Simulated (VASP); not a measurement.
Input of a VASP 6.6.1 run:

The input INCAR:

```
SYSTEM = Be3S5
PREC     = Accurate       ! precision mode
ENCUT    = 600            ! plane-wave cutoff, eV
EDIFF    = 1E-6           ! SCF threshold, eV
ISMEAR   = 0              ! smearing method
SIGMA    = 0.2            ! smearing width, eV
LREAL    = .FALSE.        ! projectors in reciprocal space
LASPH    = .TRUE.         ! aspherical terms in the spheres
NELM     = 120            ! most SCF steps
ALGO     = Normal         ! electronic algorithm
ISIF     = 2              ! what is computed and relaxed
LWAVE    = .FALSE.        ! write WAVECAR
LCHARG   = .FALSE.        ! write CHGCAR
GGA      = PE             ! functional
NBANDS   = 28             ! bands
GGA_COMPAT= .FALSE.
```

File KPOINTS:

```
Automatic mesh
0
G
  4 4 4
  0 0 0
```

The input POSCAR:

```
Be3S5
1.0
   -2.9956646567      2.9956646567      2.9970113456
    2.9956646567     -2.9956646567      2.9970113456
    2.9956646567      2.9956646567     -2.9970113456
Be S
3 5
Direct
    0.5000000000      0.0000000000      0.5000000000
    0.0000000000      0.5000000000      0.5000000000
    0.5000000000      0.5000000000      0.0000000000
    0.5000000000      0.5000000000      0.5000000000
    0.0000000000      0.0000000000      0.5000000000
    0.5000000000      0.0000000000      0.0000000000
    0.0000000000      0.5000000000      0.0000000000
    0.0000000000      0.0000000000      0.0000000000
```

Potentials or basis: VASP PAW PBE potentials, release 64 (Be, S).

Run with:

```bash
$ cat potpaw_PBE.64/Be/POTCAR potpaw_PBE.64/S/POTCAR > POTCAR
$ mpirun -np 1 vasp_std > vasp.out
```

(1) Predict the pressure.

(2) What does it give for the band gap on the k mesh?

## Answers

(1) -0.2 GPa.

(2) zero (band 18 reaches 8.24 eV, above the bottom of band 19 at 7.59 eV).

Caveat: the k points lie up to 0.37 Å⁻¹ apart.
